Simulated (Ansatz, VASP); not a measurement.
# Two plane-wave programs on Si

```
Si
1.0
     3.82000    0.00000    0.00000
    -1.91000    3.30822    0.00000
     0.00000    0.00000    6.32000
Si
4
Direct
  0.33333 0.66667 0.00000
  0.66667 0.33333 0.50000
  0.33333 0.66667 0.37400
  0.66667 0.33333 0.87400
```

Alike in both runs: task relaxation of cell and atoms; functional PBE; k mesh 9 × 9 × 6; occupations gaussian, width 0.02 eV; no spin polarisation.

```csv
,VASP,Ansatz
version,VASP 6.6.1,Ansatz 0.2.0
potentials or method,"VASP PAW PBE potentials, release 64 (Si), cutoff 600 eV","scalar-relativistic, plane waves, PAW"
valence electrons in the cell,16,16
```

VASP gave:

| Item | Value |
| --- | --- |
| gap on the k mesh at the Fermi level, each at its own relaxed structure (eV) | 0.49 |
| relaxed volume (Å³/atom) | 20.43 |
| relaxed cell length with the largest relative difference (Å) | 6.363 |

Problem. Which values does Ansatz return?

Solution. gap on the k mesh at the Fermi level, each at its own relaxed structure (eV): 0.49; relaxed volume (Å³/atom): 20.44; relaxed cell length with the largest relative difference (Å): 6.365.
